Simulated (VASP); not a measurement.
# BaTiO3 (Amm2) in VASP: electric field gradients with PBE

Aim: the electric field gradients of BaTiO3 with PBE.

Everything below comes from runs of VASP 6.6.1. Logs are shortened: lines on timing, memory, paths and dates and some standing lists are left out, and cuts for length are marked.

### Step 1. The cell of the first run

It takes space group Amm2 (No. 38, orthorhombic). The conventional cell has a = 3.984 Å, b = 5.674 Å, c = 5.862 Å, α = 90.00°, β = 90.00°, γ = 90.00°. Within 3.7 Å of Ba (site symmetry mm2) lie 12 O at 2.84 to 2.98 Å and 8 Ti at 3.47 to 3.58 Å. Ti (site symmetry mm2) has 6 O at 1.98 to 2.10 Å within 2.6 Å. Within 2.6 Å of O (site symmetry mm2) lie 2 Ti at 1.99 Å. O (site symmetry m) has 2 Ti at 1.98 to 2.10 Å within 2.6 Å.

### Step 2. Electric field gradients, PBE (zz strain of +3 %)

INCAR reads:

```
PREC     = Accurate       # precision mode
ENCUT    = 520            # plane-wave cutoff, eV
EDIFF    = 1E-8           # SCF threshold, eV
ISMEAR   = -1             # smearing method
SIGMA    = 0.05           # smearing width, eV
LREAL    = F              # projectors in reciprocal space
LASPH    = T              # aspherical terms in the spheres
NELM     = 60             # most SCF steps
ALGO     = Normal         # electronic algorithm
ISIF     = 2              # what is computed and relaxed
LWAVE    = F              # write WAVECAR
LCHARG   = F              # write CHGCAR
GGA      = PE             # functional
LEFG     = T            
NBANDS   = 28             # bands
```

KPOINTS reads:

```
Automatic mesh
0
Gamma
  8 8 8
```

POSCAR reads:

```
BaTiO3
1.0
    3.9841000000      0.0000000000      0.0000000000
    0.0000000000      2.8370500000      2.9311740000
    0.0000000000     -2.8370500000      2.9311740000
Ba Ti O
1 1 3
Direct
    0.0000000000      0.0000000000      0.0000000000
    0.5000000000      0.5079000000      0.5079000000
    0.0000000000      0.4921000000      0.4921000000
    0.5000000000      0.5025100000      0.9937100000
    0.5000000000      0.9937100000      0.5025100000
```

Potentials or basis: VASP PAW PBE potentials, release 64 (Ba_sv, Ti_sv, O).

The run is started by

```console
> cat potpaw_PBE.64/Ba_sv/POTCAR potpaw_PBE.64/Ti_sv/POTCAR potpaw_PBE.64/O/POTCAR > POTCAR
> mpirun -np 1 vasp_std > vasp.out
```

OUTCAR:

```text
PREC = Accurate
   ENCUT = 520
   EDIFF = 1E-8
   ISMEAR = -1
   LREAL = F
   LASPH = T
   NELM = 60
   ISIF = 2
   GGA = PE

 ion  position               nearest neighbor table
   1  0.000  0.000  0.000-   3 2.84   3 2.84   4 2.84   5 2.84   4 2.84   5 2.84   4 2.86   5 2.86
                             4 2.86   5 2.86   3 2.88   3 2.98   2 3.47   2 3.47   2 3.47   2 3.47
   2  0.500  0.508  0.508-   4 1.98   5 1.98   3 1.99   3 1.99   5 2.10   4 2.10   1 3.47   1 3.47
                             1 3.47   1 3.47   1 3.51   1 3.51   1 3.58   1 3.58
   3  0.000  0.492  0.492-   2 1.99   2 1.99   1 2.84   1 2.84   1 2.88   1 2.98
   4  0.500  0.503  0.994-   2 1.98   2 2.10   1 2.84   1 2.84   1 2.86   1 2.86
   5  0.500  0.994  0.503-   2 1.98   2 2.10   1 2.84   1 2.84   1 2.86   1 2.86

  LATTYP: Found a base centered orthorhombic cell.
 ALAT       =     5.6741000000
 B/A-ratio  =     1.0331767152
 C/A-ratio  =     0.7021554079

  Lattice vectors:

 A1 = (   0.0000000000,   2.8370500000,  -2.9311740000)
 A2 = (   0.0000000000,   2.8370500000,   2.9311740000)
 A3 = (   3.9841000000,   0.0000000000,   0.0000000000)

Analysis of symmetry for initial positions (statically):
=====================================================================
 Subroutine PRICEL returns:
 Original cell was already a primitive cell.

 Routine SETGRP: Setting up the symmetry group for a
 base centered orthorhombic supercell.

 Subroutine GETGRP returns: Found  4 space group operations
 (whereof  4 operations were pure point group operations)
 out of a pool of  8 trial point group operations.

The static configuration has the point symmetry C_2v.

Analysis of symmetry for dynamics (positions and initial velocities):
=====================================================================
 Subroutine PRICEL returns:
 Original cell was already a primitive cell.

 Routine SETGRP: Setting up the symmetry group for a
 base centered orthorhombic supercell.

 Subroutine GETGRP returns: Found  4 space group operations
 (whereof  4 operations were pure point group operations)
 out of a pool of  8 trial point group operations.

The dynamic configuration has the point symmetry C_2v.

 Subroutine INISYM returns: Found  4 space group operations
 (whereof  4 operations are pure point group operations),
 and found     1 'primitive' translations

----------------------------------------------------------------------------------------

                                     Primitive cell

  volume of cell :      66.2627

  direct lattice vectors                    reciprocal lattice vectors
     3.984100000  0.000000000  0.000000000     0.250997716  0.000000000  0.000000000
     0.000000000  2.837050000  2.931174000     0.000000000  0.176239404  0.170580116
     0.000000000 -2.837050000  2.931174000     0.000000000 -0.176239404  0.170580116

  length of vectors
     3.984100000  4.079293287  4.079293287     0.250997716  0.245271081  0.245271081

  position of ions in fractional coordinates (direct lattice)
     0.000000000  0.000000000  0.000000000
     0.500000000  0.507900000  0.507900000
     0.000000000  0.492100000  0.492100000
     0.500000000  0.502510000  0.993710000
     0.500000000  0.993710000  0.502510000

  ion indices of the primitive-cell ions
   primitive index   ion index
                 1           1
                 2           2
                 3           3
                 4           4
                 5           5

----------------------------------------------------------------------------------------

 KPOINTS: Automatic mesh

Automatic generation of k-mesh.
 Grid dimensions read from file:
 generate k-points for:    8    8    8

 Generating k-lattice:

  Cartesian coordinates                     Fractional coordinates (reciprocal lattice)
     0.031374714  0.000000000  0.000000000     0.125000000  0.000000000  0.000000000
     0.000000000  0.022029925  0.021322514     0.000000000  0.125000000 -0.000000000
     0.000000000 -0.022029925  0.021322514     0.000000000 -0.000000000  0.125000000

  Length of vectors
     0.031374714  0.030658885  0.030658885

  Shift w.r.t. Gamma in fractional coordinates (k-lattice)
     0.000000000  0.000000000  0.000000000

 Subroutine IBZKPT returns following result:
 ===========================================

 Found    105 irreducible k-points:

 Following reciprocal coordinates:
            Coordinates               Weight
  0.000000  0.000000  0.000000      1.000000
  0.125000  0.000000  0.000000      2.000000
  0.250000  0.000000  0.000000      2.000000
  0.375000  0.000000  0.000000      2.000000
  0.500000  0.000000  0.000000      1.000000
  0.000000  0.125000 -0.000000      4.000000
[... 16 lines left out ...]
  0.250000  0.500000 -0.000000      4.000000
  0.375000  0.500000 -0.000000      4.000000
 [... further k-points ...]
   k-points           NKPTS =    105   k-points in BZ     NKDIM =    105   number of bands    NBANDS=     28
   number of dos      NEDOS =    301   number of ions     NIONS =      5
   total plane-waves  NPLWV =  27000
   dimension x,y,z NGX =    30 NGY =   30 NGZ =   30
   dimension x,y,z NGXF=    60 NGYF=   60 NGZF=   60
   ions per type =               1   1   3
   NGX,Y,Z   is equivalent  to a cutoff of  12.52, 12.23, 12.23 a.u.
   NGXF,Y,Z  is equivalent  to a cutoff of  25.04, 24.45, 24.45 a.u.
 SYSTEM =  unknown system
   PREC   = accura    normal or accurate (medium, high low for compatibility)
   ISTART =      0    job   : 0-new  1-cont  2-samecut
   ICHARG =      2    charge: 1-file 2-atom 10-const
   ISPIN  =      1    spin polarized calculation?
   LNONCOLLINEAR =      F non collinear calculations
   LSORBIT =      F    spin-orbit coupling
   LASPH  =      T    aspherical Exc in radial PAW
   ENCUT  =  520.0 eV  38.22 Ry    6.18 a.u.   7.41  7.58  7.58*2*pi/ulx,y,z
   NELM   =     60;   NELMIN=  2; NELMDL= -5     # of ELM steps
   EDIFF  = 0.1E-07   stopping-criterion for ELM
   LREAL  =      F    real-space projection
   EDIFFG = 0.1E-06   stopping-criterion for IOM
   NSW    =      0    number of steps for IOM
   IBRION =     -1    ionic relax: 0-MD 1-quasi-New 2-CG
   NFREE  =      0    steps in history (QN), initial steepest desc. (CG)
   ISIF   =      2    stress and relaxation
   ISYM   =      2    0-nonsym 1-usesym 2-fastsym
   POTIM  = 0.5000    time-step for ionic-motion
   TEBEG  =    0.0;   TEEND  =   0.0 temperature during run
   PSTRESS=    0.0 pullay stress
   NELECT =      40.0000    total number of electrons
   NUPDOWN=      -1.0000    fix difference up-down
   EMIN   =  10.00;   EMAX   =-10.00  energy-range for DOS
   EFERMI =   0.00;   METHOD = LEGACY
   ISMEAR =    -1;   SIGMA  =   0.05  broadening in eV -4-tet -1-fermi 0-gaus
   EFERMI_NEDOS =   21; number of points for ismear=-14 and -15
   IALGO  =     38    algorithm
   IMIX   =      4    mixing-type and parameters
     AMIX     =   0.40;   BMIX     =  1.00
     AMIX_MAG =   1.60;   BMIX_MAG =  1.00
  volume/ion in A,a.u.               =      13.25        89.43
  Fermi-wavevector in a.u.,A,eV,Ry     =   1.383583  2.614593 26.045659  1.914302
  Thomas-Fermi vector in A             =   2.508167
   LORBIT       =      0    0 simple, 1 ext, 2 COOP (PROOUT), +10 PAW based schemes
   GGA     = PE    functional components
   LHFCALC =     F    Hartree Fock is set to
   AEXX    =    0.0000 exact exchange contribution
   IVDW    =     0    specifies the selected vdW correction
   LEPSILON=     F    determine dielectric tensor
   LRPA    =     F    only Hartree local field effects (RPA)
 non-spin polarized calculation
  energy-cutoff  :      520.00
  volume of cell :       66.26
 maximum number of plane-waves:      1807
 NGX is ok and might be reduce to    30
   NGX = 15   NGY = 15   NGZ = 15

 number of electron      39.9999988 magnetization

 Free energy of the ion-electron system (eV)
  ---------------------------------------------------
  ext. energy  EPLUGINS =         0.00000000
  ---------------------------------------------------
  free energy    TOTEN  =       -39.95677837 eV

  energy without entropy =      -39.95677837  energy(sigma->0) =      -39.95677837

 E-fermi :   4.4717     XC(G=0): -11.0847

 val. band max:        3.6218786983   @ k =   0.5000   0.5000   0.5000
 cond. band min:       5.2739230416   @ k =   0.0000   0.0000   0.0000
 fundamental gap:      1.6520443432
 Fermi energy:         4.4716705256

 k-point     1 :       0.0000    0.0000    0.0000
  band No.  band energies     occupation
      1     -53.1511      2.00000
      2     -29.3655      2.00000
      3     -29.3503      2.00000
      4     -29.3369      2.00000
      5     -21.3163      2.00000
      6     -13.2450      2.00000
[... 20 lines left out ...]
     27       8.7197      0.00000
     28      10.5930      0.00000

 k-point     2 :       0.1250    0.0000    0.0000
  band No.  band energies     occupation
      1     -53.1510      2.00000
      2     -29.3652      2.00000
      3     -29.3582      2.00000
      4     -29.3366      2.00000
      5     -21.3003      2.00000
      6     -13.2272      2.00000
[... 674 lines left out ...]
 k-point    24 :       0.3750    0.5000   -0.0000
  band No.  band energies     occupation
      1     -53.1495      2.00000
      2     -29.3937      2.00000
      3     -29.3926      2.00000
      4     -29.3438      2.00000
      5     -21.1565      2.00000
      6     -12.9302      2.00000
[... 20 lines left out ...]
     27      11.5110      0.00000
     28      12.9833      0.00000

 [... further k-points ...]

------------------------ aborting loop because EDIFF is reached ----------------------------------------

  FORCE on cell =-STRESS in cart. coord.  units (eV):
  Direction    XX          YY          ZZ          XY          YZ          ZX
  --------------------------------------------------------------------------------------
  -------------------------------------------------------------------------------------
  Total        0.5036011      0.6345723     -2.4738379      0.0000000      0.0000000      0.0000000
  in kB       12.1766672     15.3434459    -59.8153990      0.0000000      0.0000000      0.0000000
  external PRESSURE =     -10.7650953 kB  Pullay stress =       0.0000000 kB

 VOLUME and BASIS-vectors are now :
 -----------------------------------------------------------------------------
  energy-cutoff  :      520.00
  volume of cell :       66.26
      direct lattice vectors                 reciprocal lattice vectors
     3.984100000  0.000000000  0.000000000     0.250997716  0.000000000  0.000000000
     0.000000000  2.837050000  2.931174000     0.000000000  0.176239404  0.170580116
     0.000000000 -2.837050000  2.931174000     0.000000000 -0.176239404  0.170580116

 POSITION                                       TOTAL-FORCE (eV/Angst)
 -----------------------------------------------------------------------------------
      0.00000      0.00000      0.00000         0.000000     -0.000000      0.096330
      1.99205      0.00000      2.97749         0.000000     -0.000000      0.351112
      0.00000      0.00000      2.88486         0.000000     -0.000000      0.079790
      1.99205     -1.39356      4.38568         0.000000      0.066912     -0.263616
      1.99205      1.39356      4.38568         0.000000     -0.066912     -0.263616
 -----------------------------------------------------------------------------------
    total drift:                                0.000000      0.000000     -0.000397

  FREE ENERGIE OF THE ION-ELECTRON SYSTEM (eV)
  ---------------------------------------------------
  free  energy   TOTEN  =       -39.9567783679 eV

  energy  without entropy=      -39.9567783652  energy(sigma->0) =      -39.95677837

 Electric field gradients (V/A^2)
---------------------------------------------------------------------
 ion       V_xx      V_yy      V_zz      V_xy      V_xz      V_yz
---------------------------------------------------------------------
   1       1.135   -17.249    16.114     0.000    -0.000     0.000
   2     -18.145    14.351     3.794    -0.000    -0.000    -0.000
   3      22.574    -9.924   -12.649    -0.000    -0.000     0.000
   4     -17.670     4.235    13.436     0.000    -0.000   -20.643
   5     -17.670     4.235    13.436    -0.000    -0.000    20.643
---------------------------------------------------------------------

 Electric field gradients after diagonalization (V/A^2)
 (convention: |V_zz| > |V_xx| > |V_yy|)
----------------------------------------------------------------------
 ion       V_xx      V_yy      V_zz     asymmetry (V_yy - V_xx)/ V_zz
----------------------------------------------------------------------
   1      16.114     1.135   -17.249       0.868
   2      14.351     3.794   -18.145       0.582
   3     -12.649    -9.924    22.574       0.121
   4     -17.670   -12.314    29.984       0.179
   5     -17.670   -12.314    29.984       0.179
----------------------------------------------------------------------

           NMR quadrupolar parameters

 Cq : quadrupolar parameter    Cq=e*Q*V_zz/h
 eta: asymmetry parameters     (V_yy - V_xx)/ V_zz
 Q  : nuclear electric quadrupole moment in mb (millibarn)
----------------------------------------------------------------------
 ion       Cq(MHz)       eta       Q (mb)
----------------------------------------------------------------------
   1      -0.042       0.868       1.000
   2      -0.044       0.582       1.000
   3       0.055       0.121       1.000
   4       0.073       0.179       1.000
   5       0.073       0.179       1.000
----------------------------------------------------------------------
```

Wall time 3.1 min (1 thread of Intel Xeon Platinum 8175M at 2.50GHz (Skylake/Cascade Lake), shared host); peak memory 0.31 GiB.

What came out:

```yaml
Free_energy: -39.9568 eV
Pressure: -1.1 GPa
Largest_force: 0.351 eV/Å
Band_gap_on_the_k_mesh: 1.65 eV (least direct gap 1.81 eV)
Largest_electric_field_gradient_by_atom: Ba -17.2; Ti -18.1; O +22.6, +30.0 (each value once) V/Å²
```

Forces on the atoms (eV/Å):
```
Ba   0.000  0.000  0.096
Ti   0.000  0.000  0.351
O    0.000  0.000  0.080
O    0.000  0.067 -0.264
O    0.000 -0.067 -0.264
```

Stress tensor (GPa, compression positive):
```
 1.22  0.00  0.00
 0.00  1.53  0.00
 0.00  0.00 -5.98
```

Electric field gradients, principal values (V/Å²):
```
atom    least   middle  greatest (by size)
1 Ba    1.135   16.114             -17.249
2 Ti    3.794   14.351             -18.145
 3 O   -9.924  -12.649              22.574
 4 O  -12.314  -17.670              29.984
 5 O  -12.314  -17.670              29.984
```

Caveat: the cell differs from its parent crystal (zz strain of +3 %); the stress differs along the axes, from -6 to 2 GPa; without QUAD_EFG the Cq values of the log hold for a quadrupole moment of 1 mb, not for the nuclei; spin-orbit coupling is left out, which moves the levels of the heavy elements. A k mesh can miss the band edges.
